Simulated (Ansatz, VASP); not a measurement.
**Two plane-wave programs on ScIn4**

```xyz
5
Lattice="5.1179 0.0000 0.0000 0.0000 5.1179 0.0000 0.0000 0.0000 5.1179" Properties=species:S:1:pos:R:3 pbc="T T T"
Sc    2.5590    2.5590    2.5590
In    3.8616    3.8616    3.8616
In    1.2563    1.2563    3.8616
In    1.2563    3.8616    1.2563
In    3.8616    1.2563    1.2563
```

Alike in both runs: task single point; functional PBE; k mesh 4 × 4 × 4; occupations gaussian, width 0.1 eV; no spin polarisation.

```csv
,VASP,Ansatz
version,VASP 6.6.1,Ansatz 0.2.0
potentials or method,"VASP PAW PBE potentials, release 64 (Sc_sv, In_d), cutoff 520 eV","scalar-relativistic, plane waves, PAW"
valence electrons in the cell,63,63
```

VASP gave:

* gap on the k mesh at the Fermi level (eV): none
* pressure (GPa): 21.2
* rms of the force components (eV/Å): 3.932

Estimate Ansatz's values.

gap on the k mesh at the Fermi level (eV): none; pressure (GPa): 21.0; rms of the force components (eV/Å): 3.894.

Atom by atom the forces differ by 0.038 eV/Å (rms over components). A gap of «none» marks a metal or a gap that the smearing closes.
